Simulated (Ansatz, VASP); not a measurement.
Sb: VASP beside Ansatz

```
CELL_PARAMETERS angstrom
6.06761 0.00000 0.00000
0.00000 6.06761 0.00000
0.00000 0.00000 6.06761
ATOMIC_POSITIONS crystal
Sb 0.50000 0.50000 0.50000
Sb 0.00000 0.00000 0.00000
Sb 0.25000 0.00000 0.50000
Sb 0.50000 0.25000 0.00000
Sb 0.50000 0.75000 0.00000
Sb 0.75000 0.00000 0.50000
Sb 0.00000 0.50000 0.75000
Sb 0.00000 0.50000 0.25000
```

Alike in both runs: functional PBE; k mesh 6 × 6 × 6; occupations gaussian, width 0.1 eV; no spin polarisation.

Ansatz relaxed the structure, and its values are those at the end. VASP's run is a single point on that final structure, the one shown.

```csv
,VASP,Ansatz
version,VASP 6.6.1,Ansatz 0.2.0
potentials or method,"VASP PAW PBE potentials, release 64 (Sb), cutoff 520 eV","scalar-relativistic, plane waves, PAW"
valence electrons in the cell,40,120
```

```tsv
	VASP	Ansatz	Ansatz less VASP
gap on the k mesh at the Fermi level (eV)	none	none	-
pressure (GPa)	-0.1	0.0	+0.12
```

A gap of «none» marks a metal or a gap that the smearing closes. VASP's potentials hold 40 valence electrons a cell and Ansatz's 120, so a difference there can come from the potentials and not from the codes.

Neither program's run includes spin-orbit coupling.
